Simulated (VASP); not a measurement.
# CaO (R-3m) in VASP: settings compared, part 2 of 2

VASP 6.6.1. Earlier steps stand in the parts before.

### 3 Single point, r2SCAN (epitaxial 111 strain +4.0%)

The input, POSCAR:

```
CaO
1.0
    2.9274739900     -0.0904117310     -0.0904117310
   -0.0904117310      2.9274739900     -0.0904117310
   -0.0904117310     -0.0904117310      2.9274739900
Ca O
1 1
Direct
    0.0000000000      0.0000000000      0.0000000000
    0.5000000000      0.5000000000      0.5000000000
```

The input, INCAR.step1:

```
PREC = Accurate
ENCUT = 520
ISMEAR = 0
SIGMA = 0.01
LREAL = False
LASPH = True
NELM = 60
NBANDS = 15
GGA = PE
ALGO = Normal
EDIFF = 1E-4
LWAVE = True
LCHARG = False
```

The input, INCAR.step2:

```
PREC = Accurate
ENCUT = 520
EDIFF = 1E-6
ISMEAR = 0
SIGMA = 0.01
LREAL = False
LASPH = True
NELM = 60
ALGO = Normal
ISIF = 2
LWAVE = False
LCHARG = False
METAGGA = R2SCAN
LMIXTAU = True
NBANDS = 15
ISTART = 1
```

The input, KPOINTS:

```
Automatic mesh
0
Gamma
  8 8 8
```

Potentials or basis: VASP PAW PBE potentials, release 64 (Ca_sv, O).

Launch:

```console
$ cat potpaw_PBE.64/Ca_sv/POTCAR potpaw_PBE.64/O/POTCAR > POTCAR
$ cp INCAR.step1 INCAR
$ mpirun -np 1 vasp_std > vasp.out
$ cp INCAR.step2 INCAR
$ mpirun -np 1 vasp_std > vasp.out
```

OUTCAR:

```text
PREC = Accurate
   ENCUT = 520
   EDIFF = 1E-6
   ISMEAR = 0
   LREAL = False
   LASPH = True
   NELM = 60
   ISIF = 2
   METAGGA = R2SCAN
   ISTART = 1

 ion  position               nearest neighbor table
   1  0.000  0.000  0.000-   2 2.38   2 2.38
   2  0.500  0.500  0.500-   1 2.38   1 2.38

  LATTYP: Found a trigonal (rhomboedric) cell.
 ALAT       =     2.9302649239
 COS(alpha) =    -0.0606981404

  Lattice vectors:

 A1 = (   2.9274739900,  -0.0904117310,  -0.0904117310)
 A2 = (  -0.0904117310,   2.9274739900,  -0.0904117310)
 A3 = (  -0.0904117310,  -0.0904117310,   2.9274739900)

Analysis of symmetry for initial positions (statically):
=====================================================================
 Subroutine PRICEL returns:
 Original cell was already a primitive cell.

 Routine SETGRP: Setting up the symmetry group for a
 trigonal (rhombohedral) supercell.

 Subroutine GETGRP returns: Found 12 space group operations
 (whereof 12 operations were pure point group operations)
 out of a pool of 12 trial point group operations.

The static configuration has the point symmetry D_3d.

Analysis of symmetry for dynamics (positions and initial velocities):
=====================================================================
 Subroutine PRICEL returns:
 Original cell was already a primitive cell.

 Routine SETGRP: Setting up the symmetry group for a
 trigonal (rhombohedral) supercell.

 Subroutine GETGRP returns: Found 12 space group operations
 (whereof 12 operations were pure point group operations)
 out of a pool of 12 trial point group operations.

The dynamic configuration has the point symmetry D_3d.

 Subroutine INISYM returns: Found 12 space group operations
 (whereof 12 operations are pure point group operations),
 and found     1 'primitive' translations

----------------------------------------------------------------------------------------

                                     Primitive cell

  volume of cell :      25.0155

  direct lattice vectors                    reciprocal lattice vectors
     2.927473990 -0.090411731 -0.090411731     0.342265142  0.010907333  0.010907333
    -0.090411731  2.927473990 -0.090411731     0.010907333  0.342265142  0.010907333
[... 115 lines left out ...]
   LRPA    =     F    only Hartree local field effects (RPA)
 non-spin polarized calculation
 Gauss-broadening in eV      SIGMA  =   0.01
  energy-cutoff  :      520.00
  volume of cell :       25.02
 maximum number of plane-waves:       689
 NGX is ok and might be reduce to    24
   NGX = 11   NGY = 11   NGZ = 11

 number of electron      16.0000000 magnetization

 Free energy of the ion-electron system (eV)
  ---------------------------------------------------
  ext. energy  EPLUGINS =         0.00000000
  ---------------------------------------------------
  free energy    TOTEN  =       -18.50012291 eV

  energy without entropy =      -18.50012291  energy(sigma->0) =      -18.50012291

 E-fermi :   3.7992     XC(G=0): -11.7657

 val. band max:        3.7138057470   @ k =   0.5000   0.5000   0.0000
 cond. band min:       7.1094384131   @ k =   0.0000   0.0000   0.0000
 fundamental gap:      3.3956326661
 Fermi energy:         3.7992199505

 k-point     1 :       0.0000    0.0000    0.0000
  band No.  band energies     occupation
      1     -37.0611      2.00000
      2     -16.6795      2.00000
      3     -16.6795      2.00000
      4     -16.6751      2.00000
      5     -13.6180      2.00000
      6       3.4050      2.00000
      7       3.4312      2.00000
      8       3.4312      2.00000
      9       7.1094      0.00000
     10       7.1094      0.00000
     11       9.3893      0.00000
     12      12.6993      0.00000
     13      12.6993      0.00000
     14      12.8201      0.00000
[... 401 lines left out ...]
      2     -17.8442      2.00000
      3     -16.7861      2.00000
      4     -16.7305      2.00000
      5     -12.5320      2.00000
      6       0.7333      2.00000
      7       2.6870      2.00000
      8       2.7400      2.00000
      9       8.6999      0.00000
     10      10.7761      0.00000
     11      11.4003      0.00000
     12      11.9099      0.00000
     13      12.4496      0.00000
     14      15.2245      0.00000
     15      19.6335      0.00000

 [... further k-points ...]
[... 5 lines left out ...]
  --------------------------------------------------------------------------------------
  -------------------------------------------------------------------------------------
  Total       -0.0271463     -0.0271463     -0.0271463      0.1360110      0.1360110      0.1360110
  in kB       -1.7386533     -1.7386533     -1.7386533      8.7111497      8.7111497      8.7111497
  external PRESSURE =      -1.7386533 kB  Pullay stress =       0.0000000 kB

 VOLUME and BASIS-vectors are now :
 -----------------------------------------------------------------------------
  energy-cutoff  :      520.00
  volume of cell :       25.02
      direct lattice vectors                 reciprocal lattice vectors
     2.927473990 -0.090411731 -0.090411731     0.342265142  0.010907333  0.010907333
    -0.090411731  2.927473990 -0.090411731     0.010907333  0.342265142  0.010907333
    -0.090411731 -0.090411731  2.927473990     0.010907333  0.010907333  0.342265142

 POSITION                                       TOTAL-FORCE (eV/Angst)
 -----------------------------------------------------------------------------------
      0.00000      0.00000      0.00000         0.000000     -0.000000      0.000000
      1.37333      1.37333      1.37333        -0.000000      0.000000     -0.000000
 -----------------------------------------------------------------------------------
    total drift:                                0.000000      0.000000     -0.000000

  FREE ENERGIE OF THE ION-ELECTRON SYSTEM (eV)
  ---------------------------------------------------
  free  energy   TOTEN  =       -18.5001229076 eV

  energy  without entropy=      -18.5001229076  energy(sigma->0) =      -18.50012291
```

OUTCAR.step1:

```text
PREC = Accurate
   ENCUT = 520
   ISMEAR = 0
   LREAL = False
   LASPH = True
[... 655 lines left out ...]
      0.00000      0.00000      0.00000        -0.000000      0.000000      0.000000
      1.37333      1.37333      1.37333         0.000000     -0.000000     -0.000000
 -----------------------------------------------------------------------------------
    total drift:                                0.000000      0.000000     -0.000000

  FREE ENERGIE OF THE ION-ELECTRON SYSTEM (eV)
  ---------------------------------------------------
  free  energy   TOTEN  =       -11.8225739403 eV

  energy  without entropy=      -11.8225739403  energy(sigma->0) =      -11.82257394
```

OSZICAR.step1:

```text
N       E                     dE             d eps       ncg     rms          rms(c)
DAV:   1     0.121240454259E+03    0.12124E+03   -0.84233E+03  1950   0.110E+03
DAV:   2    -0.881946568369E+01   -0.13006E+03   -0.12205E+03  2406   0.295E+02
DAV:   3    -0.133148431197E+02   -0.44954E+01   -0.44726E+01  2245   0.570E+01
DAV:   4    -0.134117628654E+02   -0.96920E-01   -0.96845E-01  2806   0.742E+00
DAV:   5    -0.134127598883E+02   -0.99702E-03   -0.99702E-03  2218   0.638E-01    0.821E+00
DAV:   6    -0.119089358143E+02    0.15038E+01   -0.36744E+00  2225   0.209E+01    0.333E+00
DAV:   7    -0.118423609756E+02    0.66575E-01   -0.32840E-01  2153   0.599E+00    0.170E+00
DAV:   8    -0.118234201162E+02    0.18941E-01   -0.84062E-02  2594   0.297E+00    0.404E-01
DAV:   9    -0.118221904071E+02    0.12297E-02   -0.60576E-03  2189   0.722E-01    0.101E-01
DAV:  10    -0.118226143961E+02   -0.42399E-03   -0.79833E-04  2349   0.330E-01    0.533E-02
DAV:  11    -0.118225739403E+02    0.40456E-04   -0.65136E-05  1801   0.126E-01
   1 F= -.11822574E+02 E0= -.11822574E+02  d E =-.486106E-32
```

It took 56 s on 1 thread of Intel Xeon Platinum 8259CL at 2.50GHz (Skylake/Cascade Lake), shared host; peak memory 0.16 GiB.

What came out:

| Quantity | Value |
| --- | --- |
| Free energy | -18.5001 eV |
| Pressure | -0.2 GPa |
| Band gap on the k mesh | 3.40 eV, indirect (least direct gap 3.68 eV) |

Levels at points of the mesh, in eV from the valence-band top:
```tsv
k point	band 6	band 7	band 8	band 9	band 10	band 11
(0.00, 0.00, 0.00)	-0.31	-0.28	-0.28	3.40	3.40	5.68
(0.50, 0.00, 0.00)	-3.70	-1.05	-0.57	4.45	7.57	8.32
(0.50, 0.50, 0.00)	-2.24	-1.92	0.00	4.40	5.29	7.10
(0.50, 0.50, 0.50)	-3.38	-3.38	-3.27	8.22	8.22	9.30
```

Caveat: the cell differs from its parent crystal (epitaxial 111 strain +4.0%); the PAW data sets were made with another functional, which shifts forces and pressure a little. A k mesh can miss the band edges.
